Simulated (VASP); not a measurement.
# Si24O47 (a cell with a defect) in VASP: notebook, part 2 of 2

VASP 6.6.1. The steps go on from the part before.

## (3) Single point, PBEsol

INCAR reads:

```
SYSTEM = Si24O47
ALGO = Normal
EDIFF = 1E-7
ENCUT = 520
GGA = PS
ISIF = 2
ISMEAR = -1
ISYM = 0
LASPH = .TRUE.
LCHARG = .TRUE.
LELF = .TRUE.
LREAL = Auto
LVHAR = .TRUE.
LWAVE = .FALSE.
NBANDS = 230
NELECT = 376.0
NELM = 100
PREC = Accurate
SIGMA = 0.05
```

KPOINTS reads:

```
Automatic mesh
0
Gamma
  1 1 1
  0.25 0.25 0.25
```

POSCAR reads:

```
Si24O47
1.0
    8.3886930000      0.0000000000      0.0000000000
    0.0000000000      8.3886930000      0.0000000000
    0.0000000000      0.0000000000      8.0356430000
Si O
24 47
Direct
    0.9979100000      0.0027300000      0.0001100000
    0.0029400000      0.9977000000      0.3303400000
    0.0029300000      0.9976900000      0.6698900000
    0.0010700000      0.4997100000      0.0001200000
    0.0019600000      0.5010100000      0.3341600000
    0.0019700000      0.5010200000      0.6660700000
    0.5009400000      0.9995600000      0.0001100000
    0.4996100000      0.9986700000      0.3341600000
    0.4996200000      0.9986900000      0.6660700000
    0.5008400000      0.4998000000      0.0001100000
    0.4888400000      0.5118200000      0.3161000000
    0.4888100000      0.5118000000      0.6841400000
    0.2514100000      0.2483300000      0.1662200000
    0.2519500000      0.2499600000      0.5001200000
    0.2514100000      0.2483300000      0.8340100000
    0.2466800000      0.7539600000      0.1650400000
    0.2421400000      0.7585100000      0.5001200000
    0.2466900000      0.7539700000      0.8351900000
    0.7492100000      0.2514200000      0.1670700000
    0.7713000000      0.2293300000      0.5001200000
    0.7492100000      0.2514200000      0.8331600000
    0.7523100000      0.7492200000      0.1662300000
    0.7506900000      0.7487000000      0.5001100000
    0.7523100000      0.7492200000      0.8340100000
    0.1530800000      0.1524600000      0.0001100000
    0.1551300000      0.1534200000      0.3335500000
    0.1551300000      0.1534200000      0.6666700000
    0.1504000000      0.6552900000      0.0001100000
    0.1573400000      0.6519600000      0.3352100000
    0.1573500000      0.6519700000      0.6650000000
    0.6524500000      0.1547700000      0.0001100000
    0.6510700000      0.1596100000      0.3396700000
    0.6511100000      0.1595700000      0.6605300000
    0.6535600000      0.6525200000      0.0000900000
    0.6528300000      0.6460500000      0.3345800000
    0.6528500000      0.6460000000      0.6656300000
    0.3481100000      0.3470700000      0.0001500000
    0.3546400000      0.3477800000      0.3346000000
    0.3546000000      0.3478000000      0.6656500000
    0.3453600000      0.8502300000      0.0001200000
    0.3486700000      0.8432900000      0.3352300000
    0.3486800000      0.8433000000      0.6650200000
    0.8458600000      0.3481800000      0.0001100000
    0.8410800000      0.3495200000      0.3397000000
    0.8410500000      0.3495700000      0.6605600000
    0.8481900000      0.8475700000      0.0001200000
    0.8472200000      0.8455100000      0.3335600000
    0.8472100000      0.8455100000      0.6666900000
    0.0978100000      0.4021700000      0.1684100000
    0.0985400000      0.4022100000      0.5001200000
    0.0978300000      0.4021600000      0.8318200000
    0.0968700000      0.9037600000      0.1665700000
    0.0974000000      0.9032400000      0.5001200000
    0.0968700000      0.9037800000      0.8336700000
    0.5953500000      0.4053200000      0.1679000000
    0.5953100000      0.4053000000      0.8323300000
    0.5984700000      0.9028100000      0.1684100000
    0.5984400000      0.9021100000      0.5001100000
    0.5984700000      0.9028200000      0.8318200000
    0.4045400000      0.0966500000      0.1678800000
    0.4021800000      0.0951500000      0.5001100000
    0.4045700000      0.0967000000      0.8323400000
    0.3988200000      0.6018700000      0.1592000000
    0.4227100000      0.5779400000      0.5001200000
    0.3987600000      0.6018100000      0.8410400000
    0.9021200000      0.0985300000      0.1692000000
    0.9102500000      0.0903800000      0.5001200000
    0.9021100000      0.0985300000      0.8310500000
    0.9039400000      0.5960600000      0.1678900000
    0.9054900000      0.5984600000      0.5001200000
    0.9039900000      0.5960900000      0.8323700000
```

Potentials or basis: VASP PAW PBE potentials, release 64 (Si, O).

The run is started by

```bash
> cat potpaw_PBE.64/Si/POTCAR potpaw_PBE.64/O/POTCAR > POTCAR
> mpirun -np 1 vasp_std > vasp.out
```

Run time: 15 min. Hardware: 1 thread of Intel Xeon Platinum 8259CL at 2.50GHz (Skylake/Cascade Lake), shared host; peak memory 0.71 GiB.

It converged, with:

```yaml
Free_energy: -595.5038 eV
Largest_force: 0.086 eV/Å
```

Forces in eV/Å, atoms in the order of the input:
```
Si   0.009 -0.008  0.002
Si  -0.003  0.003  0.036
Si  -0.002  0.004 -0.035
Si   0.006  0.000 -0.001
Si  -0.001  0.000 -0.001
Si  -0.001  0.000  0.004
Si  -0.002 -0.002  0.002
Si   0.003  0.004 -0.003
Si   0.003  0.001  0.000
Si  -0.018  0.017  0.004
Si   0.026 -0.029  0.033
Si   0.029 -0.027 -0.037
Si   0.002 -0.001  0.006
Si   0.002 -0.001 -0.002
Si   0.001  0.002 -0.003
Si   0.010 -0.013 -0.002
Si   0.025 -0.028 -0.002
Si   0.007 -0.014  0.003
Si  -0.006  0.011  0.000
Si  -0.025  0.029 -0.001
Si  -0.007  0.012  0.000
Si   0.000 -0.001  0.001
Si  -0.001 -0.004  0.003
Si   0.001 -0.002 -0.004
O   -0.027 -0.020  0.001
O   -0.025 -0.020  0.000
O   -0.026 -0.022  0.002
O   -0.027 -0.032  0.002
O   -0.019 -0.024 -0.003
O   -0.019 -0.024  0.005
O   -0.024 -0.027  0.002
O   -0.028 -0.028 -0.006
O   -0.032 -0.024  0.013
O   -0.025 -0.019  0.002
O   -0.010 -0.019  0.009
O   -0.012 -0.015 -0.004
O    0.023  0.026 -0.004
O    0.017  0.015  0.002
O    0.019  0.012 -0.005
O    0.032  0.030 -0.002
O    0.024  0.020 -0.002
O    0.023  0.020  0.002
O    0.029  0.024  0.001
O    0.025  0.033 -0.012
O    0.026  0.026  0.008
O    0.018  0.023  0.001
O    0.022  0.028 -0.002
O    0.021  0.027 -0.001
O    0.026 -0.027 -0.002
O    0.024 -0.027 -0.001
O    0.022 -0.023  0.003
O    0.025 -0.025 -0.013
O   -0.006  0.002 -0.001
O    0.026 -0.028  0.010
O    0.049 -0.049  0.000
O    0.052 -0.052  0.000
O    0.025 -0.023 -0.001
O    0.025 -0.024  0.002
O    0.024 -0.024  0.000
O   -0.023  0.026 -0.002
O   -0.022  0.031  0.002
O   -0.024  0.021  0.002
O   -0.055  0.051 -0.039
O   -0.043  0.043  0.000
O   -0.052  0.057  0.038
O   -0.032  0.028 -0.002
O    0.014 -0.018  0.000
O   -0.030  0.027 -0.003
O   -0.025  0.026 -0.004
O   -0.029  0.021 -0.001
O   -0.028  0.024 -0.002
```

Levels at points of the mesh, in eV from the Fermi level:
| k point | band 184 | band 185 | band 186 | band 187 | band 188 | band 189 | band 190 | band 191 | band 192 | band 193 |
| --- | --- | --- | --- | --- | --- | --- | --- | --- | --- | --- |
| (0.25, 0.25, 0.25) | -1.93 | -1.82 | -1.75 | -1.72 | -1.23 | 2.02 | 4.61 | 5.05 | 5.37 | 6.08 |

Caveat: the cell carries a net charge on a neutralising background, which shifts energy and pressure; the cell is charged against a uniform background, so pressure and absolute levels hang on convention; the PAW data sets were made with another functional, which shifts forces and pressure a little.
